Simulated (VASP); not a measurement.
# Sn (P6_3/mmc) in VASP: a series of runs

Runs on Sn. Level: PBE. Tasks: single point, relaxation of cell and atoms.

Program: VASP 6.6.1. These are calculated values, not measurements. Logs are shortened: lines on timing, memory, paths and dates and some standing lists are left out, and cuts for length are marked.

### Step 1. The cell of the first run

The structure is hexagonal, space group P6_3/mmc (No. 194). Conventional cell: a = 3.354 Å, b = 3.354 Å, c = 5.698 Å, α = 90.00°, β = 90.00°, γ = 120.00°. Sn (site symmetry -6m2) has 12 Sn at 3.35 to 3.44 Å within 4.4 Å.

### Step 2. Single point, PBE

File INCAR:

```
SYSTEM = Sn
  ALGO = Normal
  EDIFF = 1E-6
  ENCUT = 520
  GGA = PE
  ISIF = 2
  ISMEAR = -1
  LASPH = .TRUE.
  LCHARG = .TRUE.
  LELF = .TRUE.
  LREAL = .FALSE.
  LVHAR = .TRUE.
  LWAVE = .FALSE.
  NBANDS = 21
  NELM = 100
  PREC = Accurate
  SIGMA = 0.05
```

File KPOINTS:

```
k-points
0
G
  14 14 8
  0 0 0
```

File POSCAR:

```
Sn
1.0
    3.3543233607      0.0000000000      0.0000000000
   -1.6771616804      2.9049292428      0.0000000000
    0.0000000000      0.0000000000      5.6981373241
Sn
2
Direct
    0.3333333333      0.6666666667      0.2500000000
    0.6666666667      0.3333333333      0.7500000000
```

Potentials or basis: VASP PAW PBE potentials, release 64 (Sn_d).

On the command line:

```
cat potpaw_PBE.64/Sn_d/POTCAR > POTCAR
mpirun -np 1 vasp_std > vasp.out
```

OUTCAR:

```text
SYSTEM = Sn
   EDIFF = 1E-6
   ENCUT = 520
   GGA = PE
   ISIF = 2
   ISMEAR = -1
   LASPH = .TRUE.
   LREAL = .FALSE.
   NELM = 100
   PREC = Accurate

 ion  position               nearest neighbor table
   1  0.333  0.667  0.250-   2 3.44   2 3.44   2 3.44   2 3.44   2 3.44   2 3.44
   2  0.667  0.333  0.750-   1 3.44   1 3.44   1 3.44   1 3.44   1 3.44   1 3.44

  LATTYP: Found a hexagonal cell.
 ALAT       =     3.3543233607
 C/A-ratio  =     1.6987441911

  Lattice vectors:

 A1 = (   3.3543233607,   0.0000000000,   0.0000000000)
 A2 = (  -1.6771616804,   2.9049292428,   0.0000000000)
 A3 = (   0.0000000000,   0.0000000000,   5.6981373241)

Analysis of symmetry for initial positions (statically):
=====================================================================
 Subroutine PRICEL returns:
 Original cell was already a primitive cell.

 Routine SETGRP: Setting up the symmetry group for a
 hexagonal supercell.

 Subroutine GETGRP returns: Found 24 space group operations
 (whereof 12 operations were pure point group operations)
 out of a pool of 24 trial point group operations.

The static configuration has the point symmetry D_3d.
 The point group associated with its full space group is D_6h.

Analysis of symmetry for dynamics (positions and initial velocities):
=====================================================================
 Subroutine PRICEL returns:
 Original cell was already a primitive cell.

 Routine SETGRP: Setting up the symmetry group for a
 hexagonal supercell.

 Subroutine GETGRP returns: Found 24 space group operations
 (whereof 12 operations were pure point group operations)
 out of a pool of 24 trial point group operations.

The dynamic configuration has the point symmetry D_3d.
 The point group associated with its full space group is D_6h.

 Subroutine INISYM returns: Found 24 space group operations
 (whereof 12 operations are pure point group operations),
 and found     1 'primitive' translations

----------------------------------------------------------------------------------------

                                     Primitive cell

  volume of cell :      55.5231

  direct lattice vectors                    reciprocal lattice vectors
     3.354323361  0.000000000  0.000000000     0.298122719  0.172121232  0.000000000
    -1.677161680  2.904929243  0.000000000     0.000000000  0.344242464  0.000000000
     0.000000000  0.000000000  5.698137324     0.000000000  0.000000000  0.175495946

  length of vectors
     3.354323361  3.354323361  5.698137324     0.344242464  0.344242464  0.175495946

  position of ions in fractional coordinates (direct lattice)
     0.333333333  0.666666667  0.250000000
     0.666666667  0.333333333  0.750000000

  ion indices of the primitive-cell ions
   primitive index   ion index
                 1           1
                 2           2

----------------------------------------------------------------------------------------

 KPOINTS: k-points

Automatic generation of k-mesh.
 Grid dimensions read from file:
 generate k-points for:   14   14    8

 Generating k-lattice:

  Cartesian coordinates                     Fractional coordinates (reciprocal lattice)
     0.021294480  0.012294374  0.000000000     0.071428571  0.000000000  0.000000000
     0.000000000  0.024588747  0.000000000     0.000000000  0.071428571  0.000000000
     0.000000000  0.000000000  0.021936993     0.000000000  0.000000000  0.125000000

  Length of vectors
     0.024588747  0.024588747  0.021936993

  Shift w.r.t. Gamma in fractional coordinates (k-lattice)
     0.000000000  0.000000000  0.000000000

 Subroutine IBZKPT returns following result:
 ===========================================

 Found    120 irreducible k-points:

 Following reciprocal coordinates:
            Coordinates               Weight
  0.000000  0.000000  0.000000      1.000000
  0.071429  0.000000  0.000000      6.000000
  0.142857  0.000000  0.000000      6.000000
  0.214286  0.000000  0.000000      6.000000
  0.285714  0.000000  0.000000      6.000000
  0.357143  0.000000  0.000000      6.000000
[... 16 lines left out ...]
  0.285714  0.285714  0.000000      6.000000
  0.357143  0.285714  0.000000      6.000000
 [... further k-points ...]
   k-points           NKPTS =    120   k-points in BZ     NKDIM =    120   number of bands    NBANDS=     21
   number of dos      NEDOS =    301   number of ions     NIONS =      2
   total plane-waves  NPLWV =  32928
   dimension x,y,z NGX =    28 NGY =   28 NGZ =   42
   dimension x,y,z NGXF=    56 NGYF=   56 NGZF=   84
   ions per type =               2
   NGX,Y,Z   is equivalent  to a cutoff of  13.88, 13.88, 12.25 a.u.
   NGXF,Y,Z  is equivalent  to a cutoff of  27.75, 27.75, 24.51 a.u.
 SYSTEM =  Sn
   PREC   = accura    normal or accurate (medium, high low for compatibility)
   ISTART =      0    job   : 0-new  1-cont  2-samecut
   ICHARG =      2    charge: 1-file 2-atom 10-const
   ISPIN  =      1    spin polarized calculation?
   LNONCOLLINEAR =      F non collinear calculations
   LSORBIT =      F    spin-orbit coupling
   LASPH  =      T    aspherical Exc in radial PAW
   ENCUT  =  520.0 eV  38.22 Ry    6.18 a.u.   6.24  6.24 10.59*2*pi/ulx,y,z
   NELM   =    100;   NELMIN=  2; NELMDL= -5     # of ELM steps
   EDIFF  = 0.1E-05   stopping-criterion for ELM
   LREAL  =      F    real-space projection
   EDIFFG = 0.1E-04   stopping-criterion for IOM
   NSW    =      0    number of steps for IOM
   IBRION =     -1    ionic relax: 0-MD 1-quasi-New 2-CG
   NFREE  =      0    steps in history (QN), initial steepest desc. (CG)
   ISIF   =      2    stress and relaxation
   ISYM   =      2    0-nonsym 1-usesym 2-fastsym
   POTIM  = 0.5000    time-step for ionic-motion
   TEBEG  =    0.0;   TEEND  =   0.0 temperature during run
   PSTRESS=    0.0 pullay stress
   NELECT =      28.0000    total number of electrons
   NUPDOWN=      -1.0000    fix difference up-down
   EMIN   =  10.00;   EMAX   =-10.00  energy-range for DOS
   EFERMI =   0.00;   METHOD = LEGACY
   ISMEAR =    -1;   SIGMA  =   0.05  broadening in eV -4-tet -1-fermi 0-gaus
   EFERMI_NEDOS =   21; number of points for ismear=-14 and -15
   IALGO  =     38    algorithm
   IMIX   =      4    mixing-type and parameters
     AMIX     =   0.40;   BMIX     =  1.00
     AMIX_MAG =   1.60;   BMIX_MAG =  1.00
  volume/ion in A,a.u.               =      27.76       187.34
  Fermi-wavevector in a.u.,A,eV,Ry     =   1.303076  2.462456 23.102785  1.698007
  Thomas-Fermi vector in A             =   2.434102
   LORBIT       =      0    0 simple, 1 ext, 2 COOP (PROOUT), +10 PAW based schemes
   GGA     = PE    functional components
   LHFCALC =     F    Hartree Fock is set to
   AEXX    =    0.0000 exact exchange contribution
   IVDW    =     0    specifies the selected vdW correction
   LEPSILON=     F    determine dielectric tensor
   LRPA    =     F    only Hartree local field effects (RPA)
 non-spin polarized calculation
  energy-cutoff  :      520.00
  volume of cell :       55.52
 maximum number of plane-waves:      1521
 NGX is ok and might be reduce to    28
   NGX = 13   NGY = 13   NGZ = 21

 number of electron      28.0000004 magnetization

 Free energy of the ion-electron system (eV)
  ---------------------------------------------------
  ext. energy  EPLUGINS =         0.00000000
  ---------------------------------------------------
  free energy    TOTEN  =        -7.58424217 eV

  energy without entropy =       -7.57557778  energy(sigma->0) =       -7.57990997

 E-fermi :   7.8064     XC(G=0): -10.2663

 val. band max:        7.7965700147   @ k =   0.2857   0.0000   0.5000
 cond. band min:       7.8253786789   @ k =   0.3571   0.0714   0.0000
 fundamental gap:      0.0288086642
 Fermi energy:         7.8063832770

 k-point     1 :       0.0000    0.0000    0.0000
  band No.  band energies     occupation
      1     -13.6938      2.00000
      2     -13.6822      2.00000
      3     -13.6790      2.00000
      4     -13.6790      2.00000
      5     -13.6706      2.00000
      6     -13.6706      2.00000
[... 13 lines left out ...]
     20      17.8213      0.00000
     21      19.1111      0.00000

 k-point     2 :       0.0714    0.0000    0.0000
  band No.  band energies     occupation
      1     -13.6941      2.00000
      2     -13.6828      2.00000
      3     -13.6757      2.00000
      4     -13.6718      2.00000
      5     -13.6664      2.00000
      6     -13.6635      2.00000
[... 13 lines left out ...]
     20      18.2006      0.00000
     21      19.0046      0.00000

 k-point     3 :       0.1429    0.0000    0.0000
  band No.  band energies     occupation
      1     -13.7032      2.00000
      2     -13.6763      2.00000
      3     -13.6727      2.00000
      4     -13.6516      2.00000
      5     -13.6482      2.00000
      6     -13.6436      2.00000
[... 13 lines left out ...]
     20      18.0156      0.00000
     21      18.9121      0.00000

 k-point     4 :       0.2143    0.0000    0.0000
  band No.  band energies     occupation
      1     -13.7180      2.00000
      2     -13.6799      2.00000
      3     -13.6556      2.00000
      4     -13.6480      2.00000
      5     -13.6373      2.00000
      6     -13.6224      2.00000
[... 13 lines left out ...]
     20      17.1932      0.00000
     21      18.8283      0.00000

 k-point     5 :       0.2857    0.0000    0.0000
  band No.  band energies     occupation
      1     -13.7337      2.00000
      2     -13.6864      2.00000
      3     -13.6649      2.00000
      4     -13.6459      2.00000
      5     -13.6346      2.00000
      6     -13.5953      2.00000
[... 13 lines left out ...]
     20      16.9633      0.00000
     21      18.5436      0.00000
[... 382 lines left out ...]
     20      18.7665      0.00000
     21      19.9203      0.00000

 k-point    22 :       0.3571    0.2143    0.0000
  band No.  band energies     occupation
      1     -13.7040      2.00000
      2     -13.6941      2.00000
      3     -13.6506      2.00000
      4     -13.6465      2.00000
      5     -13.6238      2.00000
      6     -13.6085      2.00000
[... 13 lines left out ...]
     20      18.6355      0.00000
     21      20.8478      0.00000

 k-point    23 :       0.2857    0.2857    0.0000
  band No.  band energies     occupation
      1     -13.7051      2.00000
      2     -13.6569      2.00000
      3     -13.6566      2.00000
      4     -13.6482      2.00000
      5     -13.6247      2.00000
      6     -13.6045      2.00000
[... 13 lines left out ...]
     20      20.7556      0.00000
     21      20.8916      0.00000

 k-point    24 :       0.3571    0.2857    0.0000
  band No.  band energies     occupation
      1     -13.7081      2.00000
      2     -13.6564      2.00000
      3     -13.6425      2.00000
      4     -13.6314      2.00000
      5     -13.6313      2.00000
      6     -13.6061      2.00000
[... 13 lines left out ...]
     20      20.8493      0.00000
     21      21.6588      0.00000

 [... further k-points ...]
[... 5 lines left out ...]
  --------------------------------------------------------------------------------------
  -------------------------------------------------------------------------------------
  Total       -0.0257166     -0.0257166     -0.0283561      0.0000000      0.0000000     -0.0000000
  in kB       -0.7420788     -0.7420788     -0.8182470      0.0000000      0.0000000     -0.0000000
  external PRESSURE =      -0.7674682 kB  Pullay stress =       0.0000000 kB

 VOLUME and BASIS-vectors are now :
 -----------------------------------------------------------------------------
  energy-cutoff  :      520.00
  volume of cell :       55.52
      direct lattice vectors                 reciprocal lattice vectors
     3.354323361  0.000000000  0.000000000     0.298122719  0.172121232  0.000000000
    -1.677161680  2.904929243  0.000000000     0.000000000  0.344242464  0.000000000
     0.000000000  0.000000000  5.698137324     0.000000000  0.000000000  0.175495946

 POSITION                                       TOTAL-FORCE (eV/Angst)
 -----------------------------------------------------------------------------------
     -0.00000      1.93662      1.42453         0.000000      0.000000      0.000000
      1.67716      0.96831      4.27360        -0.000000      0.000000      0.000000
 -----------------------------------------------------------------------------------
    total drift:                               -0.000000      0.000000      0.000000

  FREE ENERGIE OF THE ION-ELECTRON SYSTEM (eV)
  ---------------------------------------------------
  free  energy   TOTEN  =        -7.5842421654 eV

  energy  without entropy=       -7.5755777774  energy(sigma->0) =       -7.57990997
```

Run time: 55 s. Hardware: 1 thread of Intel Xeon 6975P-C (Granite Rapids), shared host; peak memory 0.25 GiB.

Results:

```yaml
Free_energy: -7.5842 eV
Pressure: -0.1 GPa
Band_gap_on_the_k_mesh: zero (band 14 reaches 13.95 eV, above the bottom of band 15 at 5.89 eV)
```

Levels at points of the mesh, in eV from the Fermi level:
```csv
k point,band 12,band 13,band 14,band 15,band 16,band 17
"(0.00, 0.00, 0.00)",-7.08,-4.53,6.14,6.14,6.98,7.73
"(0.50, 0.00, 0.00)",-5.75,-2.53,-1.67,-0.65,1.30,2.44
"(0.00, 0.00, 0.50)",-9.73,0.52,0.52,6.95,6.95,6.95
"(0.50, 0.00, 0.50)",-5.88,-3.91,-3.91,3.52,3.52,3.66
```

Caveat: spin-orbit coupling is left out, which moves the levels of the heavy elements.

### Step 3. Single point, PBE

File INCAR:

```
SYSTEM = Sn
ALGO     = Normal         ! electronic algorithm
EDIFF    = 1E-6           ! SCF threshold, eV
ENCUT    = 520            ! plane-wave cutoff, eV
GGA      = PE             ! functional
ISIF     = 2              ! what is computed and relaxed
ISMEAR   = -1             ! smearing method
LASPH    = .True.         ! aspherical terms in the spheres
LCHARG   = .False.        ! write CHGCAR
LREAL    = .False.        ! projectors in reciprocal space
LWAVE    = .False.        ! write WAVECAR
NBANDS   = 21             ! bands
NELM     = 100            ! most SCF steps
PREC     = Accurate       ! precision mode
SIGMA    = 0.05           ! smearing width, eV
```

File KPOINTS:

```
k-points
0
Gamma
  14 14 8
  0 0 0
```

File POSCAR:

```
Sn
1.0
    3.3463462196      0.0000000000      0.0000000000
   -1.6731731098      2.8980208360      0.0000000000
    0.0000000000      0.0000000000      5.7178598771
Sn
2
Direct
    0.3333333333      0.6666666667      0.2500000000
    0.6666666667      0.3333333333      0.7500000000
```

Potentials or basis: VASP PAW PBE potentials, release 64 (Sn_d).

On the command line:

```
cat potpaw_PBE.64/Sn_d/POTCAR > POTCAR
mpirun -np 1 vasp_std > vasp.out
```

Run time: 54 s. Hardware: 1 thread of Intel Xeon 6975P-C (Granite Rapids), shared host; peak memory 0.25 GiB.

It converged, with:

| Item | Value |
| --- | --- |
| Free energy | -7.5840 eV |
| Pressure | 0.0 GPa |
| Band gap on the k mesh | zero (band 14 reaches 14.04 eV, above the bottom of band 15 at 5.91 eV) |

Stress tensor (GPa, compression positive):
```
 0.12  0.00  0.00
 0.00  0.12  0.00
 0.00  0.00 -0.30
```

Levels at points of the mesh, in eV from the Fermi level:
| k point | band 11 | band 12 | band 13 | band 14 | band 15 | band 16 | band 17 | band 18 |
| --- | --- | --- | --- | --- | --- | --- | --- | --- |
| (0.00, 0.00, 0.00) | -10.93 | -7.14 | -4.55 | 6.22 | 6.22 | 6.87 | 7.79 | 7.79 |
| (0.50, 0.00, 0.00) | -6.82 | -5.75 | -2.56 | -1.72 | -0.65 | 1.30 | 2.48 | 5.73 |
| (0.00, 0.00, 0.50) | -9.75 | -9.75 | 0.45 | 0.45 | 7.02 | 7.02 | 7.02 | 7.02 |
| (0.50, 0.00, 0.50) | -5.87 | -5.87 | -3.92 | -3.92 | 3.48 | 3.48 | 3.69 | 3.69 |

Caveat: spin-orbit coupling is left out, which moves the levels of the heavy elements.

### Step 4. Relaxation of cell and atoms, PBE

This run uses another cell than the first one, of 28.00 Å³/atom, 1.009 times its volume.

File INCAR:

```
SYSTEM = Sn
PREC = Accurate ; ENCUT = 600
EDIFF = 1E-7 ; ISMEAR = -1
SIGMA = 0.05 ; LREAL = .FALSE.
LASPH = .TRUE. ; NELM = 60
ALGO = Normal ; ISIF = 3
LWAVE = .FALSE. ; LCHARG = .FALSE.
GGA = PE ; IBRION = 2
NSW = 60 ; EDIFFG = -0.005
```

File KPOINTS:

```
Automatic mesh
0
G
  14 14 8
  0 0 0
```

File POSCAR:

```
Sn
1.0
    3.4175440961      0.0000000000      0.0000000000
   -1.7087720481      2.9596800058      0.0000000000
    0.0000000000      0.0000000000      5.5364214357
Sn
2
Direct
    0.3333333333      0.6666666667      0.2500000000
    0.6666666667      0.3333333333      0.7500000000
```

On the command line:

```
cat potpaw_PBE.64/Sn_d/POTCAR > POTCAR
mpirun -np 1 vasp_std > vasp.out
```

It took 9.4 min on 1 thread of AMD EPYC 9755, shared host; peak memory 0.24 GiB.

Results (log left out):

```yaml
Free_energy: -7.5843 eV
Relaxed_volume: 27.75 Å³/atom
Relaxed_cell: a = 3.354 Å, b = 3.354 Å, c = 5.697 Å, α = 90.00°, β = 90.00°, γ = 120.00°
Space_group_after_relaxing_to_0.05_Å: P6_3/mmc (No. 194)
Energy_gained_by_relaxing: 6.6 meV/atom
Ionic_steps: 7
Pressure_after_relaxing: 0.0 GPa
Band_gap_on_the_k_mesh: zero (band 14 reaches 13.96 eV, above the bottom of band 15 at 5.89 eV)
```

The path:
```csv
step,energy change (eV),largest force (eV/Å),pressure (GPa),volume (Å³)
1,0.0000,0.0000,-0.29,56.00
2,-0.0071,0.0000,0.02,55.59
3,-0.0120,0.0000,0.46,54.99
4,-0.0120,0.0000,0.53,54.90
5,-0.0127,0.0000,-0.15,55.68
6,-0.0131,0.0000,0.09,55.40
7,-0.0132,0.0000,-0.02,55.50
```

Final structure:
```
Sn
1.0
     3.35404    0.00000    0.00000
    -1.67702    2.90468    0.00000
     0.00000    0.00000    5.69680
Sn
2
Direct
  0.33333 0.66667 0.25000
  0.66667 0.33333 0.75000
```

Levels at points of the mesh, in eV from the Fermi level:
| k point | band 10 | band 11 | band 12 | band 13 | band 14 | band 15 | band 16 | band 17 | band 18 |
| --- | --- | --- | --- | --- | --- | --- | --- | --- | --- |
| (0.00, 0.00, 0.00) | -21.35 | -10.91 | -7.08 | -4.53 | 6.14 | 6.14 | 6.99 | 7.74 | 7.74 |
| (0.50, 0.00, 0.00) | -21.33 | -6.84 | -5.75 | -2.53 | -1.67 | -0.65 | 1.30 | 2.44 | 5.73 |
| (0.00, 0.00, 0.50) | -21.38 | -9.73 | -9.73 | 0.52 | 0.52 | 6.95 | 6.95 | 6.95 | 6.95 |
| (0.50, 0.00, 0.50) | -21.33 | -5.88 | -5.88 | -3.91 | -3.91 | 3.52 | 3.52 | 3.66 | 3.66 |

Caveat: spin-orbit coupling is left out, which moves the levels of the heavy elements.

### Step 5. Overview

```csv
task,cell,cutoff (eV),gap on the mesh (eV),pressure (GPa)
single point,"a = 3.354, b = 3.354, c = 5.698 Å, angles 90.0, 90.0, 120.0°, 2 atoms",520,none,-0.1
single point,"a = 3.346, b = 3.346, c = 5.718 Å, angles 90.0, 90.0, 120.0°, 2 atoms",520,none,0.0
relaxation of cell and atoms,"relaxed from a = 3.418, b = 3.418, c = 5.536 Å, angles 90.0, 90.0, 120.0°, 2 atoms",600,none,0.0
```

Alike in all rows: level PBE; potentials or basis VASP PAW PBE potentials, release 64 (Sn_d); no spin polarisation; k mesh 14 × 14 × 8; smearing fermi-dirac 0.05 eV.

Caveats: spin-orbit coupling is left out, which moves the levels of the heavy elements.

Absolute energies hang on the potentials; compare differences alone.
